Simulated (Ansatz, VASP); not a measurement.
# Mo: VASP beside Ansatz

```xyz
1
Lattice="-1.5696 1.5696 1.5696 1.5696 -1.5696 1.5696 1.5696 1.5696 -1.5696" Properties=species:S:1:pos:R:3 pbc="T T T"
Mo    0.0000    0.0000    0.0000
```

Alike in both runs: task single point; functional PBE; k mesh 8 × 8 × 8; occupations fermi-dirac, width 0.0125 eV; no spin polarisation.

|  | VASP | Ansatz |
| --- | --- | --- |
| version | VASP 6.6.1 | Ansatz 0.2.0 |
| potentials or method | VASP PAW PBE potentials, release 64 (Mo_sv), cutoff 500 eV | PAW plane waves |
| valence electrons in the cell | 14 | 14 |

Ansatz gave:

```
gap on the k mesh at the Fermi level (eV) : none
pressure (GPa)                            : 6.3
```

Problem. Which values does VASP return?

Solution. gap on the k mesh at the Fermi level (eV): none; pressure (GPa): 6.9.

A gap of «none» marks a metal or a gap that the smearing closes. The functional is the same, so the differences come from potentials, cutoffs and numerics.
